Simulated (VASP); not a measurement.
Set up this calculation in VASP 6.6.1, as the native input.

| Property | Result |
| --- | --- |
| Task | single point |
| Functional | PBEsol |
| Potentials or basis | VASP PAW PBE potentials, release 64 (Na_pv, Ru_pv) |
| Cutoff | 520 eV |
| k mesh | 8 × 8 × 8 |
| Occupations | fermi-dirac, width 0.1 eV |
| Spin | non-collinear spin, typed start, spin-orbit coupling |
| Starting moments | [[0.0, 0.0, 0.0], [1.414, 1.414, 0.0]] μB |
| Dipole correction | no |
| Further INCAR settings | ALGO = Normal; EDIFF = 1e-07; NBANDS = 33 |

The structure of NaRu lies in POSCAR:

```
NaRu
1.0
    0.0000000000      2.5741202100      2.5741202100
    2.5741202100      0.0000000000      2.5741202100
    2.5741202100      2.5741202100      0.0000000000
Na Ru
1 1
Direct
    0.0000000000      0.0000000000      0.0000000000
    0.5000000000      0.5000000000      0.5000000000
```

These files were run (other wordings do the same):

INCAR

```
SYSTEM = NaRu
PREC = Accurate
ENCUT = 520
EDIFF = 1E-7
ISMEAR = -1
SIGMA = 0.1
LREAL = .FALSE.
LASPH = .TRUE.
NELM = 150
ALGO = Normal
ISIF = 2
LWAVE = .FALSE.
LCHARG = .FALSE.
LNONCOLLINEAR = .TRUE.
MAGMOM = 0 0 0 1.414 1.414 0
LORBIT = 11
LSORBIT = .TRUE.
GGA_COMPAT = .FALSE.
LORBMOM = .TRUE.
LMAXMIX = 4
GGA = PS
NBANDS = 33
```

KPOINTS

```
Automatic mesh
0
G
  8 8 8
  0 0 0
```

Potentials or basis: VASP PAW PBE potentials, release 64 (Na_pv, Ru_pv).

The run is started by

```sh
$ cat potpaw_PBE.64/Na_pv/POTCAR potpaw_PBE.64/Ru_pv/POTCAR > POTCAR
$ mpirun -np 1 vasp_ncl > vasp.out
```

It gave:

```json
{
 "Pressure": "7.5 GPa",
 "Net moment": "1.64 μB per cell",
 "Valence electrons inside the program's atomic spheres": "Na 6.24; Ru 12.45"
}
```

Caveat: the cell stands under pressure; the PAW data sets were made with another functional, which shifts forces and pressure a little.

Run time: 12 min on 1 thread of Intel(R) Xeon(R) Platinum 8259CL CPU @ 2.50GHz (Skylake/Cascade Lake), on a shared host, peak memory 0.42 GiB.
